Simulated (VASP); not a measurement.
Here is a VASP 6.6.1 calculation.

The input INCAR:

```
ALGO = Normal
EDIFF = 1E-6
ENCUT = 520
GGA = PE
ISIF = 2
ISMEAR = 0
IVDW = 12
LASPH = T
LCHARG = F
LREAL = F
LWAVE = F
NBANDS = 18
NELM = 60
PREC = Accurate
SIGMA = 0.15
```

KPOINTS

```
k-points
0
Gamma
  16 16 12
```

The input POSCAR:

```
P
1.0
    1.6093133239     -4.9364124529      0.0000000000
    1.6093133239      4.9364124529      0.0000000000
    0.0000000000      0.0000000000      4.4402172794
P
4
Direct
    0.1063803446      0.8936196554      0.9280972034
    0.6063803446      0.3936196554      0.5719027966
    0.8936196554      0.1063803446      0.0719027966
    0.3936196554      0.6063803446      0.4280972034
```

Potentials or basis: VASP PAW PBE potentials, release 64 (P).

Launch:

```bash
$ cat potpaw_PBE.64/P/POTCAR > POTCAR
$ mpirun -np 1 vasp_std > vasp.out
```

Problem. What does it give for the pressure?

Solution. 0.4 GPa.

Problem. What does it give for the dispersion energy per atom?

Solution. -0.397 eV.

Problem. What does it give for the largest force?

Solution. 0.943 eV/Å.

Stress tensor (GPa, compression positive):
```
 2.32  0.00  0.00
 0.00  5.58  0.00
 0.00  0.00 -6.61
```

Caveat: the stress differs along the axes, from -7 to 6 GPa.
